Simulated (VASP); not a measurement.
A run of VASP 6.6.1 is set up as follows.

The input INCAR:

```
PREC = Accurate ; ENCUT = 520
EDIFF = 1E-6 ; ISMEAR = 0
SIGMA = 0.1 ; LREAL = F
LASPH = T ; NELM = 80
ALGO = Normal ; ISIF = 2
LWAVE = F ; LCHARG = F
GGA = PE ; NBANDS = 17
```

The input KPOINTS:

```
Automatic mesh
0
Gamma
  4 4 4
```

POSCAR

```
SnTe
1.0
    0.0000000000      3.6111460000      3.6111460000
    3.6111460000      0.0000000000      3.6111460000
    3.6111460000      3.6111460000      0.0000000000
Sn Te
1 1
Direct
    0.0000000000      0.0000000000      0.0000000000
    0.7500000000      0.7500000000      0.7500000000
```

Potentials or basis: VASP PAW PBE potentials, release 64 (Sn_d, Te).

The run is started by

```bash
$ cat potpaw_PBE.64/Sn_d/POTCAR potpaw_PBE.64/Te/POTCAR > POTCAR
$ mpirun -np 1 vasp_std > vasp.out
```

(1) What does it give for the pressure?

(2) Estimate the band gap on the k mesh.

Answers

(1) -0.3 GPa.

(2) 0.10 eV, indirect (least direct gap 0.80 eV).

Caveat: spin-orbit coupling is left out, which moves the levels of the heavy elements.
